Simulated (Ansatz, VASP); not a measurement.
# Ag in VASP and in Ansatz

```xyz
27
Lattice="0.0000 6.2212 -6.2212 6.2212 6.2212 0.0000 6.2212 0.0000 -6.2212" Properties=species:S:1:pos:R:3 pbc="T T T"
Ag    4.1475    4.1475   -8.2950
Ag    6.2212    6.2212   -8.2950
Ag    8.2950    8.2950   -8.2950
Ag   10.3687    8.2950   -6.2212
Ag    6.2212    4.1475   -6.2212
Ag    8.2950    6.2212   -6.2212
Ag    4.1475    0.0000   -4.1475
Ag    6.2212    2.0737   -4.1475
Ag    8.2950    4.1475   -4.1475
Ag    8.2950   10.3687   -6.2212
Ag    4.1475    6.2212   -6.2212
Ag    6.2212    8.2950   -6.2212
Ag    2.0737    2.0737   -4.1475
Ag    4.1475    4.1475   -4.1475
Ag    6.2212    6.2212   -4.1475
Ag    2.0737    0.0000   -2.0737
Ag    4.1475    2.0737   -2.0737
Ag    6.2212    4.1475   -2.0737
Ag    0.0000    4.1475   -4.1475
Ag    2.0737    6.2212   -4.1475
Ag    4.1475    8.2950   -4.1475
Ag    0.0000    2.0737   -2.0737
Ag    2.0737    4.1475   -2.0737
Ag    4.1475    6.2212   -2.0737
Ag    0.0000    0.0000    0.0000
Ag    2.0737    2.0737    0.0000
Ag    4.1475    4.1475    0.0000
```

Alike in both runs: task single point; functional PBE; k mesh 4 × 4 × 4; occupations gaussian, width 0.1 eV; no spin polarisation.

|  | VASP | Ansatz |
| --- | --- | --- |
| version | VASP 6.6.1 | Ansatz 0.2.0 |
| potentials or method | VASP PAW PBE potentials, release 64 (Ag), cutoff 520 eV | scalar-relativistic, plane waves, PAW |
| valence electrons in the cell | 297 | 513 |

```tsv
	VASP	Ansatz	Ansatz less VASP
gap on the k mesh at the Fermi level (eV)	none	none	-
pressure (GPa)	0.1	0.2	+0.12
```

A gap of «none» marks a metal or a gap that the smearing closes. VASP's potentials hold 297 valence electrons a cell and Ansatz's 513, so a difference there can come from the potentials and not from the codes.
